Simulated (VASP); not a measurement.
# Al in VASP: a series of runs

Al is run at these levels: PBE; tasks: single point.

Program: VASP 6.6.1. These are calculated values, not measurements. Logs are shortened: lines on timing, memory, paths and dates and some standing lists are left out, and cuts for length are marked.

## 1. The cell of the first run

It takes space group Immm (No. 71, orthorhombic). The conventional cell has a = 3.065 Å, b = 3.235 Å, c = 3.405 Å, α = 90.00°, β = 90.00°, γ = 90.00°. Within 3.7 Å of Al (site symmetry mmm) lie 14 Al at 2.80 to 3.40 Å.

## 2. Single point, PBE (engineering shear strain xy +0.0000, strain +e along x and -e along y -0.0525)

The input, INCAR:

```
  ALGO = Fast
  EDIFF = 1E-6
  ENCUT = 520
  GGA = PE
  ISIF = 2
  ISMEAR = 0
  LASPH = T
  LCHARG = T
  LELF = T
  LREAL = F
  LVHAR = T
  LWAVE = F
  NBANDS = 8
  NELM = 100
  PREC = Accurate
  SIGMA = 0.15
```

The input, KPOINTS:

```
k-points
0
Gamma
  20 20 20
```

The input, POSCAR:

```
Al
1.0
   -1.5325909525      1.7024295277      1.6175102401
    1.5325909525     -1.7024295277      1.6175102401
    1.5325909525      1.7024295277     -1.6175102401
Al
1
Direct
    0.0000000000      0.0000000000      0.0000000000
```

Potentials or basis: VASP PAW PBE potentials, release 64 (Al).

Started as:

```bash
cat potpaw_PBE.64/Al/POTCAR > POTCAR
mpirun -np 1 vasp_std > vasp.out
```

OUTCAR:

```text
EDIFF = 1E-6
   ENCUT = 520
   GGA = PE
   ISIF = 2
   ISMEAR = 0
   LASPH = T
   LREAL = F
   NELM = 100
   PREC = Accurate

 ion  position               nearest neighbor table
   1  0.000  0.000  0.000-

  LATTYP: Found a body centered orthorhombic cell.
 ALAT       =     3.0651819050
 B/A-ratio  =     1.0554089710
 C/A-ratio  =     1.1108179419

  Lattice vectors:

 A1 = (  -1.5325909525,  -1.7024295277,   1.6175102401)
 A2 = (   1.5325909525,  -1.7024295277,  -1.6175102401)
 A3 = (   1.5325909525,   1.7024295277,   1.6175102401)

Analysis of symmetry for initial positions (statically):
=====================================================================
 Subroutine PRICEL returns:
 Original cell was already a primitive cell.

 Routine SETGRP: Setting up the symmetry group for a
 body centered orthorhombic supercell.

 Subroutine GETGRP returns: Found  8 space group operations
 (whereof  8 operations were pure point group operations)
 out of a pool of  8 trial point group operations.

The static configuration has the point symmetry D_2h.

Analysis of symmetry for dynamics (positions and initial velocities):
=====================================================================
 Subroutine PRICEL returns:
 Original cell was already a primitive cell.

 Routine SETGRP: Setting up the symmetry group for a
 body centered orthorhombic supercell.

 Subroutine GETGRP returns: Found  8 space group operations
 (whereof  8 operations were pure point group operations)
 out of a pool of  8 trial point group operations.

The dynamic configuration has the point symmetry D_2h.

 Subroutine INISYM returns: Found  8 space group operations
 (whereof  8 operations are pure point group operations),
 and found     1 'primitive' translations

----------------------------------------------------------------------------------------

                                     Primitive cell

  volume of cell :      16.8812

  direct lattice vectors                    reciprocal lattice vectors
    -1.532590953  1.702429528  1.617510240     0.000000000  0.293697913  0.309117054
     1.532590953 -1.702429528  1.617510240     0.326244912  0.000000000  0.309117054
     1.532590953  1.702429528 -1.617510240     0.326244912  0.293697913  0.000000000

  length of vectors
     2.804182715  2.804182715  2.804182715     0.426393970  0.449431970  0.438969483

  position of ions in fractional coordinates (direct lattice)
     0.000000000  0.000000000  0.000000000

  ion indices of the primitive-cell ions
   primitive index   ion index
                 1           1

----------------------------------------------------------------------------------------

 KPOINTS: k-points

Automatic generation of k-mesh.
 Grid dimensions read from file:
 generate k-points for:   20   20   20

 Generating k-lattice:

  Cartesian coordinates                     Fractional coordinates (reciprocal lattice)
     0.000000000  0.014684896  0.015455853     0.050000000  0.000000000  0.000000000
     0.016312246  0.000000000  0.015455853     0.000000000  0.050000000  0.000000000
     0.016312246  0.014684896  0.000000000     0.000000000  0.000000000  0.050000000

  Length of vectors
     0.021319698  0.022471598  0.021948474

  Shift w.r.t. Gamma in fractional coordinates (k-lattice)
     0.000000000  0.000000000  0.000000000

 Subroutine IBZKPT returns following result:
 ===========================================

 Found   1166 irreducible k-points:

 Following reciprocal coordinates:
            Coordinates               Weight
  0.000000  0.000000  0.000000      1.000000
  0.050000  0.000000  0.000000      4.000000
  0.100000 -0.000000  0.000000      4.000000
  0.150000  0.000000  0.000000      4.000000
  0.200000 -0.000000  0.000000      4.000000
  0.250000  0.000000  0.000000      4.000000
[... 16 lines left out ...]
 -0.450000  0.050000  0.000000      8.000000
 -0.400000  0.050000 -0.000000      8.000000
 [... further k-points ...]
   k-points           NKPTS =   1166   k-points in BZ     NKDIM =   1166   number of bands    NBANDS=      8
   number of dos      NEDOS =    301   number of ions     NIONS =      1
   total plane-waves  NPLWV =  13824
   dimension x,y,z NGX =    24 NGY =   24 NGZ =   24
   dimension x,y,z NGXF=    48 NGYF=   48 NGZF=   48
   ions per type =               1
   NGX,Y,Z   is equivalent  to a cutoff of  14.23, 14.23, 14.23 a.u.
   NGXF,Y,Z  is equivalent  to a cutoff of  28.46, 28.46, 28.46 a.u.
 SYSTEM =  unknown system
   PREC   = accura    normal or accurate (medium, high low for compatibility)
   ISTART =      0    job   : 0-new  1-cont  2-samecut
   ICHARG =      2    charge: 1-file 2-atom 10-const
   ISPIN  =      1    spin polarized calculation?
   LNONCOLLINEAR =      F non collinear calculations
   LSORBIT =      F    spin-orbit coupling
   LASPH  =      T    aspherical Exc in radial PAW
   ENCUT  =  520.0 eV  38.22 Ry    6.18 a.u.   5.21  5.21  5.21*2*pi/ulx,y,z
   NELM   =    100;   NELMIN=  2; NELMDL= -5     # of ELM steps
   EDIFF  = 0.1E-05   stopping-criterion for ELM
   LREAL  =      F    real-space projection
   EDIFFG = 0.1E-04   stopping-criterion for IOM
   NSW    =      0    number of steps for IOM
   IBRION =     -1    ionic relax: 0-MD 1-quasi-New 2-CG
   NFREE  =      0    steps in history (QN), initial steepest desc. (CG)
   ISIF   =      2    stress and relaxation
   ISYM   =      2    0-nonsym 1-usesym 2-fastsym
   POTIM  = 0.5000    time-step for ionic-motion
   TEBEG  =    0.0;   TEEND  =   0.0 temperature during run
   PSTRESS=    0.0 pullay stress
   NELECT =       3.0000    total number of electrons
   NUPDOWN=      -1.0000    fix difference up-down
   EMIN   =  10.00;   EMAX   =-10.00  energy-range for DOS
   EFERMI =   0.00;   METHOD = LEGACY
   ISMEAR =     0;   SIGMA  =   0.15  broadening in eV -4-tet -1-fermi 0-gaus
   EFERMI_NEDOS =   21; number of points for ismear=-14 and -15
   IALGO  =     68    algorithm
   IMIX   =      4    mixing-type and parameters
     AMIX     =   0.40;   BMIX     =  1.00
     AMIX_MAG =   1.60;   BMIX_MAG =  1.00
  volume/ion in A,a.u.               =      16.88       113.92
  Fermi-wavevector in a.u.,A,eV,Ry     =   0.920410  1.739322 11.526226  0.847154
  Thomas-Fermi vector in A             =   2.045712
   LORBIT       =      0    0 simple, 1 ext, 2 COOP (PROOUT), +10 PAW based schemes
   GGA     = PE    functional components
   LHFCALC =     F    Hartree Fock is set to
   AEXX    =    0.0000 exact exchange contribution
   IVDW    =     0    specifies the selected vdW correction
   LEPSILON=     F    determine dielectric tensor
   LRPA    =     F    only Hartree local field effects (RPA)
 non-spin polarized calculation
 RMM-DIIS sequential band-by-band and
 Gauss-broadening in eV      SIGMA  =   0.15
  energy-cutoff  :      520.00
  volume of cell :       16.88
 maximum number of plane-waves:       467
 NGX is ok and might be reduce to    24
   NGX = 11   NGY = 11   NGZ = 11

 number of electron       3.0000000 magnetization

 Free energy of the ion-electron system (eV)
  ---------------------------------------------------
  ext. energy  EPLUGINS =         0.00000000
  ---------------------------------------------------
  free energy    TOTEN  =        -3.66228228 eV

  energy without entropy =       -3.65735242  energy(sigma->0) =       -3.65981735

 E-fermi :   7.7510     XC(G=0): -10.1175

 val. band max:        7.7452234254   @ k =  -0.3500  -0.0500   0.0500
 cond. band min:       7.7538710167   @ k =  -0.3000  -0.2500   0.1000
 fundamental gap:      0.0086475913
 Fermi energy:         7.7510144473

 k-point     1 :       0.0000    0.0000    0.0000
  band No.  band energies     occupation
      1      -3.2106      2.00000
      2      19.7594      0.00000
      3      21.0933      0.00000
      4      21.5529      0.00000
      5      21.6650      0.00000
      6      22.1796      0.00000
      7      22.6599      0.00000
      8      22.6765      0.00000

 k-point     2 :       0.0500    0.0000    0.0000
  band No.  band energies     occupation
      1      -3.1433      2.00000
      2      18.8004      0.00000
      3      20.6844      0.00000
      4      21.5175      0.00000
      5      21.7211      0.00000
      6      21.7950      0.00000
      7      22.7914      0.00000
      8      23.3906      0.00000

 k-point     3 :       0.1000   -0.0000    0.0000
  band No.  band energies     occupation
      1      -2.9416      2.00000
      2      17.0020      0.00000
      3      19.9453      0.00000
      4      21.0272      0.00000
      5      21.2471      0.00000
      6      21.9731      0.00000
      7      22.9600      0.00000
      8      23.9371      0.00000

 k-point     4 :       0.1500    0.0000    0.0000
  band No.  band energies     occupation
      1      -2.6060      2.00000
      2      15.0501      0.00000
      3      19.2190      0.00000
      4      20.2601      0.00000
      5      20.8897      0.00000
      6      21.8521      0.00000
      7      23.1530      0.00000
      8      23.6726      0.00000

 k-point     5 :       0.2000   -0.0000    0.0000
  band No.  band energies     occupation
      1      -2.1375      2.00000
      2      13.1105      0.00000
      3      18.5753      0.00000
      4      19.5160      0.00000
      5      20.4725      0.00000
      6      21.4449      0.00000
      7      23.3345      0.00000
      8      24.0052      0.00000

 k-point     6 :       0.2500    0.0000    0.0000
  band No.  band energies     occupation
      1      -1.5374      2.00000
      2      11.2370      0.00000
      3      18.0310      0.00000
      4      18.8453      0.00000
      5      20.0460      0.00000
      6      20.9521      0.00000
      7      23.6416      0.00000
      8      24.6319      0.00000

 k-point     7 :       0.3000    0.0000    0.0000
  band No.  band energies     occupation
      1      -0.8071      2.00000
      2       9.4525      0.00000
      3      17.5912      0.00000
      4      18.2728      0.00000
      5      19.6576      0.00000
      6      20.4901      0.00000
      7      24.0970      0.00000
      8      25.4112      0.00000

 k-point     8 :       0.3500   -0.0000    0.0000
  band No.  band energies     occupation
      1       0.0515      2.00000
      2       7.7685      0.86901
      3      17.2572      0.00000
      4      17.8113      0.00000
      5      19.3378      0.00000
      6      20.1031      0.00000
      7      24.6798      0.00000
      8      26.3043      0.00000

 k-point     9 :       0.4000    0.0000    0.0000
  band No.  band energies     occupation
      1       1.0360      2.00000
      2       6.1920      2.00000
      3      17.0272      0.00000
      4      17.4695      0.00000
      5      19.1030      0.00000
      6      19.8129      0.00000
      7      25.3648      0.00000
      8      27.2734      0.00000

 k-point    10 :       0.4500    0.0000   -0.0000
  band No.  band energies     occupation
      1       2.1438      2.00000
      2       4.7284      2.00000
      3      16.8961      0.00000
      4      17.2565      0.00000
      5      18.9607      0.00000
      6      19.6333      0.00000
      7      26.0881      0.00000
      8      28.2148      0.00000
[... 78 lines left out ...]
 k-point    18 :       0.3000    0.0500    0.0000
  band No.  band energies     occupation
      1      -0.3165      2.00000
      2       8.6048      0.00000
      3      16.6887      0.00000
      4      17.4387      0.00000
      5      20.2816      0.00000
      6      20.6978      0.00000
      7      23.6619      0.00000
      8      26.7519      0.00000

 k-point    19 :       0.3500    0.0500    0.0000
  band No.  band energies     occupation
      1       0.6082      2.00000
      2       6.9779      2.00000
      3      16.2882      0.00000
      4      17.1588      0.00000
      5      19.8913      0.00000
      6      20.5639      0.00000
      7      24.2221      0.00000
      8      27.6603      0.00000

 k-point    20 :       0.4000    0.0500    0.0000
  band No.  band energies     occupation
      1       1.6576      2.00000
      2       5.4610      2.00000
      3      15.9994      0.00000
      4      16.9935      0.00000
      5      19.6059      0.00000
      6      20.4814      0.00000
      7      24.9295      0.00000
      8      28.4289      0.00000

 k-point    21 :       0.4500    0.0500    0.0000
  band No.  band energies     occupation
      1       2.8266      2.00000
      2       4.0609      2.00000
      3      15.8249      0.00000
      4      16.9429      0.00000
      5      19.4312      0.00000
      6      20.4758      0.00000
      7      25.7203      0.00000
      8      28.3509      0.00000

 k-point    22 :       0.5000    0.0500    0.0000
  band No.  band energies     occupation
      1       2.7640      2.00000
      2       4.1297      2.00000
      3      15.7662      0.00000
      4      17.0071      0.00000
      5      19.3693      0.00000
      6      20.5594      0.00000
      7      26.3637      0.00000
      8      27.7181      0.00000

 k-point    23 :      -0.4500    0.0500    0.0000
  band No.  band energies     occupation
      1       1.6008      2.00000
      2       5.5363      2.00000
      3      15.8235      0.00000
      4      17.1858      0.00000
      5      19.4201      0.00000
      6      20.7349      0.00000
      7      26.1108      0.00000
      8      27.2891      0.00000

 k-point    24 :      -0.4000    0.0500   -0.0000
  band No.  band energies     occupation
      1       0.5577      2.00000
      2       7.0592      2.00000
      3      15.9963      0.00000
      4      17.4781      0.00000
      5      19.5813      0.00000
      6      20.9956      0.00000
      7      25.3749      0.00000
      8      26.4727      0.00000

 [... further k-points ...]
[... 5 lines left out ...]
  --------------------------------------------------------------------------------------
  -------------------------------------------------------------------------------------
  Total       -0.1223831      0.1956782     -0.0443424      0.0000000      0.0000000     -0.0000000
  in kB      -11.6152824     18.5716501     -4.2084988      0.0000000      0.0000000     -0.0000000
  external PRESSURE =       0.9159563 kB  Pullay stress =       0.0000000 kB

 VOLUME and BASIS-vectors are now :
 -----------------------------------------------------------------------------
  energy-cutoff  :      520.00
  volume of cell :       16.88
      direct lattice vectors                 reciprocal lattice vectors
    -1.532590953  1.702429528  1.617510240     0.000000000  0.293697913  0.309117054
     1.532590953 -1.702429528  1.617510240     0.326244912  0.000000000  0.309117054
     1.532590953  1.702429528 -1.617510240     0.326244912  0.293697913  0.000000000

 POSITION                                       TOTAL-FORCE (eV/Angst)
 -----------------------------------------------------------------------------------
      0.00000      0.00000      0.00000         0.000000      0.000000      0.000000
 -----------------------------------------------------------------------------------
    total drift:                                0.000000     -0.000000     -0.000000

  FREE ENERGIE OF THE ION-ELECTRON SYSTEM (eV)
  ---------------------------------------------------
  free  energy   TOTEN  =        -3.6622822826 eV

  energy  without entropy=       -3.6573524218  energy(sigma->0) =       -3.65981735
```

It took 37 s on 1 thread of Intel Xeon 6975P-C (Granite Rapids), shared host; peak memory 0.25 GiB.

What came out:

| Item | Value |
| --- | --- |
| Free energy | -3.6623 eV |
| Pressure | 0.1 GPa |

Stress tensor (GPa, compression positive):
```
-1.16  0.00  0.00
 0.00  1.86  0.00
 0.00  0.00 -0.42
```

Caveat: the cell differs from its parent crystal (engineering shear strain xy +0.0000, strain +e along x and -e along y -0.0525).

## 3. Single point, PBE (engineering shear strain xy -0.0350, strain +e along x and -e along y -0.0700)

The input, INCAR:

```
PREC     = Accurate       # precision mode
ENCUT    = 520            # plane-wave cutoff, eV
EDIFF    = 1E-7           # SCF threshold, eV
ISMEAR   = 0              # smearing method
SIGMA    = 0.15           # smearing width, eV
LREAL    = False          # projectors in reciprocal space
LASPH    = True           # aspherical terms in the spheres
NELM     = 100            # most SCF steps
ALGO     = Fast           # electronic algorithm
ISIF     = 2              # what is computed and relaxed
LWAVE    = False          # write WAVECAR
LCHARG   = False          # write CHGCAR
GGA      = PE             # functional
NBANDS   = 8              # bands
```

The input, KPOINTS:

```
regular mesh
0
Gamma
  20 20 20
```

The input, POSCAR:

```
Al
1.0
   -1.5325909525      1.7590423861      1.6175102401
    1.5325909525     -1.7590423861      1.6175102401
    1.4759780941      1.7024295277     -1.6175102401
Al
1
Direct
    0.0000000000      0.0000000000      0.0000000000
```

Potentials or basis: VASP PAW PBE potentials, release 64 (Al).

Started as:

```bash
cat potpaw_PBE.64/Al/POTCAR > POTCAR
mpirun -np 1 vasp_std > vasp.out
```

Run time: 79 s. Hardware: 1 thread of Intel Xeon 6975P-C (Granite Rapids), shared host; peak memory 0.34 GiB.

It converged, with:

```yaml
Free_energy: -3.6672 eV
Pressure: 0.3 GPa
```

Stress tensor (GPa, compression positive):
```
-1.37  1.46  0.00
 1.46  3.13  0.00
 0.00  0.00 -0.80
```

Levels at points of the mesh, in eV from the Fermi level:
```
           k point  band 1  band 2  band 3  band 4  band 5
(0.00, 0.00, 0.00)  -10.97   11.67   13.28   13.52   13.66
(0.50, 0.00, 0.00)   -4.53   -4.44    9.47    9.83   11.78
(0.00, 0.50, 0.00)   -3.86   -3.14    6.79    6.95    8.50
(0.50, 0.50, 0.00)   -4.33   -4.03    8.35    8.43   10.01
(0.00, 0.00, 0.50)   -4.01   -3.37    7.77    8.17    9.64
(0.50, 0.50, 0.50)    0.12    1.82    1.88    3.26    3.99
```

Caveat: the cell differs from its parent crystal (engineering shear strain xy -0.0350, strain +e along x and -e along y -0.0700).
